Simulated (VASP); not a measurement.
# Si2N (Immm) in VASP: a series of runs

The runs below take Si2N through relaxation of cell and atoms, single point, with PBE.

Program: VASP 6.6.1. These are calculated values, not measurements. Logs are shortened: lines on timing, memory, paths and dates and some standing lists are left out, and cuts for length are marked.

## 1. The cell of the first run

The structure is orthorhombic, space group Immm (No. 71). The conventional cell has a = 2.631 Å, b = 3.608 Å, c = 7.973 Å, α = 90.00°, β = 90.00°, γ = 90.00°. Si (site symmetry mm2) has 2 N at 1.88 Å within 2.5 Å. Within 2.5 Å of N (site symmetry mmm) lie 4 Si at 1.88 Å.

## 2. Relaxation of cell and atoms, PBE

The input, INCAR:

```
SYSTEM = Si2N
PREC = Accurate
ENCUT = 600
EDIFF = 1E-7
ISMEAR = 0
SIGMA = 0.1
LREAL = .FALSE.
LASPH = .TRUE.
NELM = 80
ALGO = Normal
ISIF = 3
LWAVE = .FALSE.
LCHARG = .FALSE.
GGA = PE
IBRION = 2
NSW = 90
EDIFFG = -0.04
```

The input, KPOINTS:

```
regular mesh
0
G
  8 8 8
  0 0 0
```

The input, POSCAR:

```
Si2N
1.0
   -1.3153737977      1.8039445096      3.9866407791
    1.3153737977     -1.8039445096      3.9866407791
    1.3153737977      1.8039445096     -3.9866407791
Si N
2 1
Direct
    0.8310364363      0.3310364363      0.5000000000
    0.1689635637      0.6689635637      0.5000000000
    0.0000000000      0.0000000000      0.0000000000
```

Potentials or basis: VASP PAW PBE potentials, release 64 (Si, N).

Launch:

```bash
$ cat potpaw_PBE.64/Si/POTCAR potpaw_PBE.64/N/POTCAR > POTCAR
$ mpirun -np 1 vasp_std > vasp.out
```

OUTCAR:

```text
SYSTEM = Si2N
   PREC = Accurate
   ENCUT = 600
   EDIFF = 1E-7
   ISMEAR = 0
   LREAL = .FALSE.
   LASPH = .TRUE.
   NELM = 80
   ISIF = 3
   GGA = PE
   IBRION = 2
   NSW = 90
   EDIFFG = -0.04

 ion  position               nearest neighbor table
   1  0.831  0.331  0.500-   3 1.88   3 1.88   2 2.58   2 2.58   2 2.58   2 2.58   2 2.69
   2  0.169  0.669  0.500-   3 1.88   3 1.88   1 2.58   1 2.58   1 2.58   1 2.58   1 2.69
   3  0.000  0.000  0.000-   2 1.88   1 1.88   2 1.88   1 1.88

  LATTYP: Found a body centered orthorhombic cell.
 ALAT       =     2.6307475954
 B/A-ratio  =     1.3714310812
 C/A-ratio  =     3.0308044649

  Lattice vectors:

 A1 = (  -1.3153737977,   1.8039445096,   3.9866407791)
 A2 = (   1.3153737977,  -1.8039445096,   3.9866407791)
 A3 = (   1.3153737977,   1.8039445096,  -3.9866407791)

Analysis of symmetry for initial positions (statically):
=====================================================================
 Subroutine PRICEL returns:
 Original cell was already a primitive cell.

 Routine SETGRP: Setting up the symmetry group for a
 body centered orthorhombic supercell.

 Subroutine GETGRP returns: Found  8 space group operations
 (whereof  8 operations were pure point group operations)
 out of a pool of  8 trial point group operations.

The static configuration has the point symmetry D_2h.

Analysis of symmetry for dynamics (positions and initial velocities):
=====================================================================
 Subroutine PRICEL returns:
 Original cell was already a primitive cell.

 Routine SETGRP: Setting up the symmetry group for a
 body centered orthorhombic supercell.

 Subroutine GETGRP returns: Found  8 space group operations
 (whereof  8 operations were pure point group operations)
 out of a pool of  8 trial point group operations.

The dynamic configuration has the point symmetry D_2h.

 Subroutine INISYM returns: Found  8 space group operations
 (whereof  8 operations are pure point group operations),
 and found     1 'primitive' translations

----------------------------------------------------------------------------------------

                                     Primitive cell

  volume of cell :      37.8390

  direct lattice vectors                    reciprocal lattice vectors
[... 106 lines left out ...]
   IALGO  =     38    algorithm
   IMIX   =      4    mixing-type and parameters
     AMIX     =   0.40;   BMIX     =  1.00
     AMIX_MAG =   1.60;   BMIX_MAG =  1.00
  volume/ion in A,a.u.               =      12.61        85.12
  Fermi-wavevector in a.u.,A,eV,Ry     =   1.146593  2.166747 17.887261  1.314677
  Thomas-Fermi vector in A             =   2.283277
   LORBIT       =      0    0 simple, 1 ext, 2 COOP (PROOUT), +10 PAW based schemes
   GGA     = PE    functional components
   LHFCALC =     F    Hartree Fock is set to
   AEXX    =    0.0000 exact exchange contribution
   IVDW    =     0    specifies the selected vdW correction
   LEPSILON=     F    determine dielectric tensor
   LRPA    =     F    only Hartree local field effects (RPA)
 conjugate gradient relaxation of ions
 non-spin polarized calculation
 Gauss-broadening in eV      SIGMA  =   0.10
  energy-cutoff  :      600.00
  volume of cell :       37.84
 maximum number of plane-waves:      1284
 NGX is ok and might be reduce to    40
   NGX = 19   NGY = 19   NGZ = 19

--------------------------------------- Ionic step        1  -------------------------------------------

 number of electron      13.0000001 magnetization

 Free energy of the ion-electron system (eV)
  ---------------------------------------------------
  ext. energy  EPLUGINS =         0.00000000
  ---------------------------------------------------
  free energy    TOTEN  =       -18.78041579 eV

  energy without entropy =      -18.77454293  energy(sigma->0) =      -18.77747936

------------------------ aborting loop because EDIFF is reached ----------------------------------------

  FORCE on cell =-STRESS in cart. coord.  units (eV):
  Direction    XX          YY          ZZ          XY          YZ          ZX
  --------------------------------------------------------------------------------------
  -------------------------------------------------------------------------------------
  Total       -0.2737496      0.0064009     -0.0345879      0.0000000      0.0000000      0.0000000
  in kB      -11.5910997      0.2710246     -1.4645214      0.0000000      0.0000000      0.0000000
  external PRESSURE =      -4.2615322 kB  Pullay stress =       0.0000000 kB
[... 61 lines left out ...]
--------------------------------------- Ionic step        3  -------------------------------------------

 number of electron      13.0000001 magnetization

 Free energy of the ion-electron system (eV)
  ---------------------------------------------------
  ext. energy  EPLUGINS =         0.00000000
  ---------------------------------------------------
  free energy    TOTEN  =       -18.78076083 eV

  energy without entropy =      -18.77501932  energy(sigma->0) =      -18.77789007

 E-fermi :   8.9241     XC(G=0): -10.7818

 val. band max:        8.8919527900   @ k =   0.2500   0.2500   0.1250
 cond. band min:       8.9295642310   @ k =  -0.1250   0.2500   0.1250
 fundamental gap:      0.0376114411
 Fermi energy:         8.9241444959

 k-point     1 :       0.0000    0.0000    0.0000
  band No.  band energies     occupation
      1      -9.9893      2.00000
      2      -1.1986      2.00000
      3      -0.6484      2.00000
      4       4.2781      2.00000
      5       5.1753      2.00000
      6       6.1592      2.00000
      7       9.4884      0.00000
      8      12.2594      0.00000
      9      14.4492      0.00000
     10      14.6368      0.00000
[... 287 lines left out ...]
 k-point    24 :       0.2500    0.3750    0.0000
  band No.  band energies     occupation
      1      -7.7265      2.00000
      2      -1.4391      2.00000
      3      -0.6813      2.00000
      4       3.7703      2.00000
      5       4.2896      2.00000
      6       6.7835      2.00000
      7       7.7456      2.00000
      8      10.0108      0.00000
      9      12.5080      0.00000
     10      13.7545      0.00000

 [... further k-points ...]

------------------------ aborting loop because EDIFF is reached ----------------------------------------

  FORCE on cell =-STRESS in cart. coord.  units (eV):
  Direction    XX          YY          ZZ          XY          YZ          ZX
  --------------------------------------------------------------------------------------
  -------------------------------------------------------------------------------------
  Total        0.0019321      0.0426392     -0.0107005      0.0000000      0.0000000      0.0000000
  in kB        0.0820325      1.8103276     -0.4543110      0.0000000      0.0000000      0.0000000
  external PRESSURE =       0.4793497 kB  Pullay stress =       0.0000000 kB
[... 18 lines left out ...]
  FREE ENERGIE OF THE ION-ELECTRON SYSTEM (eV)
  ---------------------------------------------------
  free  energy   TOTEN  =       -18.7807608265 eV

  energy  without entropy=      -18.7750193159  energy(sigma->0) =      -18.77789007

 reached required accuracy - stopping structural energy minimisation
```

OSZICAR:

```text
N       E                     dE             d eps       ncg     rms          rms(c)
DAV:   1     0.338495996070E+02    0.33850E+02   -0.61719E+03  1900   0.124E+03
DAV:   2    -0.173879273043E+02   -0.51238E+02   -0.48112E+02  2560   0.185E+02
DAV:   3    -0.204667187943E+02   -0.30788E+01   -0.30177E+01  2426   0.486E+01
[... 23 lines left out ...]
DAV:   2    -0.187807800644E+02    0.60044E-04   -0.21308E-04  2266   0.137E-01    0.361E-02
DAV:   3    -0.187807644866E+02    0.15578E-04   -0.20755E-05  2274   0.451E-02    0.146E-02
DAV:   4    -0.187807610016E+02    0.34850E-05   -0.63256E-06  2412   0.219E-02    0.258E-03
DAV:   5    -0.187807608679E+02    0.13362E-06   -0.74312E-07  2238   0.886E-03    0.179E-03
DAV:   6    -0.187807608265E+02    0.41400E-07   -0.55949E-08  1104   0.223E-03
   3 F= -.18780761E+02 E0= -.18777890E+02  d E =-.345037E-03
```

CONTCAR:

```text
Si2N
   1.00000000000000
    -1.3121447359535898    1.8040480558739500    3.9854042470925375
     1.3121447359535898   -1.8040480558739500    3.9854042470925375
     1.3121447359535898    1.8040480558739500   -3.9854042470925375
  Si              N
     2     1
Direct
     0.8310468036038144    0.3310468036038144    0.5000000000000000
     0.1689531963961856    0.6689531963961856    0.5000000000000000
     0.0000000000000000    0.0000000000000000    0.0000000000000000

  0.00000000E+00  0.00000000E+00  0.00000000E+00
  0.00000000E+00  0.00000000E+00  0.00000000E+00
  0.00000000E+00  0.00000000E+00  0.00000000E+00
```

Run time: 2.2 min. Hardware: 1 thread of Intel Xeon Platinum 8488C (Sapphire Rapids), shared host; peak memory 0.25 GiB.

Results:

* Free energy: -18.7808 eV
* Relaxed volume: 12.58 Å³/atom
* Relaxed cell: a = 4.567 Å, b = 4.567 Å, c = 4.567 Å, α = 146.61°, β = 133.47°, γ = 58.47°
* Space group after relaxing (to 0.05 Å): Immm (No. 71)
* Energy gained by relaxing: 0.1 meV/atom
* Ionic steps: 3
* Pressure after relaxing: 0.0 GPa
* Largest force after relaxing: 0.022 eV/Å

Forces in eV/Å, atoms in the order of the input:
```
Si   0.000  0.000 -0.022
Si   0.000  0.000  0.022
N    0.000  0.000  0.000
```

The path:
| step | energy change (eV) | largest force (eV/Å) | pressure (GPa) | volume (Å³) |
| --- | --- | --- | --- | --- |
| 1 | 0.0000 | 0.0031 | -0.43 | 37.84 |
| 2 | -0.0001 | 0.0411 | 0.45 | 37.66 |
| 3 | -0.0003 | 0.0217 | 0.05 | 37.74 |

Final structure:
```cif
data_structure
_symmetry_space_group_name_H-M 'P 1'
_symmetry_Int_Tables_number 1
_cell_length_a 4.5672
_cell_length_b 4.5672
_cell_length_c 4.5672
_cell_angle_alpha 146.608
_cell_angle_beta 133.468
_cell_angle_gamma 58.474
_cell_volume 37.74
loop_
_atom_site_label
_atom_site_type_symbol
_atom_site_fract_x
_atom_site_fract_y
_atom_site_fract_z
_atom_site_occupancy
Si1 Si 0.83105 0.33105 0.50000 1
Si2 Si 0.16895 0.66895 0.50000 1
N1 N 0.00000 0.00000 0.00000 1
```

Caveat: the k points lie up to 0.37 Å⁻¹ apart in the final cell.

## 3. Single point, PBE, collinear spin, ferromagnetic start

The input, INCAR:

```
SYSTEM = Si2N
  ALGO = Normal
  EDIFF = 1E-7
  ENCUT = 520
  GGA = PE
  ISIF = 2
  ISMEAR = 0
  ISPIN = 2
  LASPH = .True.
  LCHARG = .False.
  LORBIT = 11
  LREAL = .False.
  LWAVE = .False.
  MAGMOM = 0 0 1
  NBANDS = 18
  NELM = 150
  PREC = Accurate
  SIGMA = 0.1
```

The input, KPOINTS:

```
k-points
0
Gamma
  8 8 8
  0 0 0
```

The input, POSCAR:

```
Si2N
1.0
   -1.3114853124      1.8113361508      3.9827687092
    1.3114853124     -1.8113361508      3.9827687092
    1.3114853124      1.8113361508     -3.9827687092
Si N
2 1
Direct
    0.8307786743      0.3307786743      0.5000000000
    0.1692213257      0.6692213257      0.5000000000
    0.0000000000      0.0000000000      0.0000000000
```

Potentials or basis: VASP PAW PBE potentials, release 64 (Si, N).

Launch:

```bash
$ cat potpaw_PBE.64/Si/POTCAR potpaw_PBE.64/N/POTCAR > POTCAR
$ mpirun -np 1 vasp_std > vasp.out
```

OUTCAR:

```text
SYSTEM = Si2N
   EDIFF = 1E-7
   ENCUT = 520
   GGA = PE
   ISIF = 2
   ISMEAR = 0
   ISPIN = 2
   LASPH = .True.
   LORBIT = 11
   LREAL = .False.
   NELM = 150
   PREC = Accurate

 ion  position               nearest neighbor table
   1  0.831  0.331  0.500-   3 1.88   3 1.88   2 2.58   2 2.58   2 2.58   2 2.58   2 2.70
   2  0.169  0.669  0.500-   3 1.88   3 1.88   1 2.58   1 2.58   1 2.58   1 2.58   1 2.70
   3  0.000  0.000  0.000-   1 1.88   2 1.88   2 1.88   1 1.88

  LATTYP: Found a body centered orthorhombic cell.
 ALAT       =     2.6229706248
 B/A-ratio  =     1.3811333865
 C/A-ratio  =     3.0368382105

  Lattice vectors:

 A1 = (  -1.3114853124,   1.8113361508,   3.9827687092)
 A2 = (   1.3114853124,  -1.8113361508,   3.9827687092)
 A3 = (   1.3114853124,   1.8113361508,  -3.9827687092)

Analysis of symmetry for initial positions (statically):
=====================================================================
 Subroutine PRICEL returns:
 Original cell was already a primitive cell.

 Routine SETGRP: Setting up the symmetry group for a
 body centered orthorhombic supercell.

 Subroutine GETGRP returns: Found  8 space group operations
 (whereof  8 operations were pure point group operations)
 out of a pool of  8 trial point group operations.

The static configuration has the point symmetry D_2h.

Analysis of symmetry for dynamics (positions and initial velocities):
=====================================================================
 Subroutine PRICEL returns:
 Original cell was already a primitive cell.

 Routine SETGRP: Setting up the symmetry group for a
 body centered orthorhombic supercell.

 Subroutine GETGRP returns: Found  8 space group operations
 (whereof  8 operations were pure point group operations)
 out of a pool of  8 trial point group operations.

The dynamic configuration has the point symmetry D_2h.

Analysis of structural, dynamic, and magnetic symmetry:
=====================================================================
[... 160 lines left out ...]

  energy without entropy =      -18.77376756  energy(sigma->0) =      -18.77643502

 E-fermi :   8.8892     XC(G=0): -10.7652

 val. band max:        8.8561876636   @ k =   0.2500   0.2500   0.1250
 cond. band min:       8.8998434752   @ k =   0.5000   0.5000   0.1250
 fundamental gap:      0.0436558116
 Fermi energy:         8.8891538503

 spin component 1

 k-point     1 :       0.0000    0.0000    0.0000
  band No.  band energies     occupation
      1     -10.0099      1.00000
      2      -1.2184      1.00000
      3      -0.6786      1.00000
      4       4.2348      1.00000
      5       5.1661      1.00000
      6       6.0706      1.00000
[... 493 lines left out ...]
     17      23.5218      0.00000
     18      25.9013      0.00000

 [... further k-points ...]

 spin component 2

 k-point     1 :       0.0000    0.0000    0.0000
  band No.  band energies     occupation
      1     -10.0099      1.00000
      2      -1.2184      1.00000
      3      -0.6786      1.00000
      4       4.2347      1.00000
      5       5.1661      1.00000
      6       6.0706      1.00000
[... 493 lines left out ...]
     17      23.5219      0.00000
     18      25.9014      0.00000

 [... further k-points ...]

------------------------ aborting loop because EDIFF is reached ----------------------------------------

  FORCE on cell =-STRESS in cart. coord.  units (eV):
  Direction    XX          YY          ZZ          XY          YZ          ZX
  --------------------------------------------------------------------------------------
  -------------------------------------------------------------------------------------
  Total       -0.0065800     -0.0000185     -0.0394680     -0.0000000      0.0000000      0.0000000
  in kB       -0.2785645     -0.0007840     -1.6708909     -0.0000000      0.0000000      0.0000000
  external PRESSURE =      -0.6500798 kB  Pullay stress =       0.0000000 kB

 VOLUME and BASIS-vectors are now :
 -----------------------------------------------------------------------------
  energy-cutoff  :      520.00
  volume of cell :       37.84
      direct lattice vectors                 reciprocal lattice vectors
    -1.311485312  1.811336151  3.982768709     0.000000000  0.276039320  0.125540808
     1.311485312 -1.811336151  3.982768709     0.381247121  0.000000000  0.125540808
     1.311485312  1.811336151 -3.982768709     0.381247121  0.276039320  0.000000000

 POSITION                                       TOTAL-FORCE (eV/Angst)
 -----------------------------------------------------------------------------------
      0.00000      1.81134      2.63483         0.000000     -0.000000      0.011189
      1.31149      0.00000      1.34794        -0.000000      0.000000     -0.011189
      0.00000      0.00000      0.00000         0.000000     -0.000000     -0.000000
 -----------------------------------------------------------------------------------
    total drift:                               -0.000000      0.000000      0.000000

  FREE ENERGIE OF THE ION-ELECTRON SYSTEM (eV)
  ---------------------------------------------------
  free  energy   TOTEN  =       -18.7791024822 eV

  energy  without entropy=      -18.7737675625  energy(sigma->0) =      -18.77643502

 total charge

# of ion       s       p       d       tot
------------------------------------------
    1        0.763   0.786   0.000   1.550
    2        0.763   0.786   0.000   1.550
    3        1.232   2.599   0.000   3.831
--------------------------------------------------
tot          2.758   4.172   0.000   6.930

 magnetization (x)

# of ion       s       p       d       tot
------------------------------------------
    1       -0.000  -0.000   0.000  -0.000
    2       -0.000  -0.000   0.000  -0.000
    3        0.000   0.000   0.000   0.000
--------------------------------------------------
tot          0.000   0.000   0.000   0.000
```

Wall time 2.4 min (1 thread of Intel Xeon Platinum 8488C (Sapphire Rapids), shared host); peak memory 0.28 GiB.

Results:

```
Free energy                                           : -18.7791 eV
Pressure                                              : -0.1 GPa
Largest force                                         : 0.011 eV/Å
Net moment                                            : 0.00 μB per cell
Valence electrons inside the program's atomic spheres : Si 1.55; N 3.83
```

Forces in eV/Å, atoms in the order of the input:
```
Si   0.000  0.000  0.011
Si   0.000  0.000 -0.011
N    0.000  0.000  0.000
```

Levels at points of the mesh, in eV from the Fermi level:
Spin up:
| k point | band 3 | band 4 | band 5 | band 6 | band 7 | band 8 | band 9 | band 10 |
| --- | --- | --- | --- | --- | --- | --- | --- | --- |
| (0.00, 0.00, 0.00) | -9.57 | -4.65 | -3.72 | -2.82 | 0.52 | 3.36 | 5.53 | 5.75 |
| (0.50, 0.00, 0.00) | -8.31 | -7.28 | -3.71 | -2.79 | 2.03 | 5.19 | 5.52 | 7.71 |
| (0.00, 0.50, 0.00) | -8.68 | -6.51 | -2.91 | -2.91 | 1.23 | 1.76 | 2.68 | 4.78 |
| (0.50, 0.50, 0.00) | -8.36 | -4.75 | -4.61 | -4.06 | -1.57 | -1.24 | 2.55 | 3.03 |
| (0.50, 0.50, 0.50) | -5.81 | -4.15 | -3.81 | -0.88 | 0.20 | 0.90 | 4.98 | 5.33 |
Spin down:
| k point | band 2 | band 3 | band 4 | band 5 | band 6 | band 7 | band 8 | band 9 | band 10 | band 11 |
| --- | --- | --- | --- | --- | --- | --- | --- | --- | --- | --- |
| (0.00, 0.00, 0.00) | -10.11 | -9.57 | -4.65 | -3.72 | -2.82 | 0.52 | 3.36 | 5.53 | 5.75 | 6.77 |
| (0.50, 0.00, 0.00) | -11.59 | -8.31 | -7.28 | -3.71 | -2.79 | 2.03 | 5.19 | 5.52 | 7.71 | 9.41 |
| (0.00, 0.50, 0.00) | -11.32 | -8.68 | -6.51 | -2.91 | -2.91 | 1.23 | 1.76 | 2.68 | 4.78 | 4.90 |
| (0.50, 0.50, 0.00) | -10.87 | -8.36 | -4.75 | -4.61 | -4.06 | -1.57 | -1.24 | 2.55 | 3.03 | 8.04 |
| (0.50, 0.50, 0.50) | -13.57 | -5.81 | -4.15 | -3.81 | -0.88 | 0.20 | 0.90 | 4.98 | 5.33 | 7.35 |

Caveat: the k points lie up to 0.37 Å⁻¹ apart.
